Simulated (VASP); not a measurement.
Wanted: the native input for a VASP 6.6.1 run.

```
Task                   : single point
Functional             : PBE
Potentials or basis    : VASP PAW PBE potentials, release 64 (Hf_pv, Pd, Se, Br, O)
Cutoff                 : 520 eV
k mesh                 : 4 × 4 × 3
Occupations            : fermi-dirac, width 0.05 eV
Spin                   : no spin polarisation
Dipole correction      : no
Further INCAR settings : ALGO = Normal; EDIFF = 1e-06; NBANDS = 53
```

The structure of Hf2Pd2Se2Br2O3 lies in POSCAR:

```
Hf2Pd2Se2Br2O3
1.0
    5.7251995056      0.0063758293     -0.0046023774
   -0.5227882977      5.7919907541      0.0103480051
   -1.4774697334     -0.9448679657      6.5600259800
Hf Pd Se Br O
2 2 2 2 3
Direct
    0.7445687199      0.3961384489      0.3480794725
    0.2887144486      0.4538259911      0.5956934903
    0.9097356769      0.1314543592      0.8491118152
    0.2512823751      0.9029785655      0.3577678257
    0.6344490012      0.4048077397      0.9362138814
    0.6277875240      0.7852893624      0.5317297534
    0.8475013784      0.9851525063      0.1527043882
    0.2301832200      0.8244086904      0.8675581236
    0.9606343802      0.2895411360      0.5917618525
    0.4305149808      0.2442682815      0.4049521758
    0.0746382947      0.5821349189      0.3644472214
```

One way to write it, as run:

INCAR

```
PREC = Accurate ; ENCUT = 520
EDIFF = 1E-6 ; ISMEAR = -1
SIGMA = 0.05 ; LREAL = False
LASPH = True ; NELM = 60
ALGO = Normal ; ISIF = 2
LWAVE = False ; LCHARG = False
GGA = PE ; NBANDS = 53
```

KPOINTS

```
Automatic mesh
0
Gamma
  4 4 3
```

Potentials or basis: VASP PAW PBE potentials, release 64 (Hf_pv, Pd, Se, Br, O).

Launch:

```sh
$ cat potpaw_PBE.64/Hf_pv/POTCAR potpaw_PBE.64/Pd/POTCAR potpaw_PBE.64/Se/POTCAR potpaw_PBE.64/Br/POTCAR potpaw_PBE.64/O/POTCAR > POTCAR
$ mpirun -np 1 vasp_std > vasp.out
```

It gave:

```json
{
  "Pressure": "1.4 GPa",
  "Largest force": "0.181 eV/Å",
  "Band gap on the k mesh": "0.17 eV (least direct gap 0.37 eV)"
}
```

Caveat: semilocal functionals underestimate gaps, and a narrow one can read as zero; spin-orbit coupling is left out, which moves the levels of the heavy elements.

Run time: 7.5 min on 1 thread of Intel(R) Xeon(R) Platinum 8259CL CPU @ 2.50GHz (Skylake/Cascade Lake), on a shared host, peak memory 0.54 GiB.
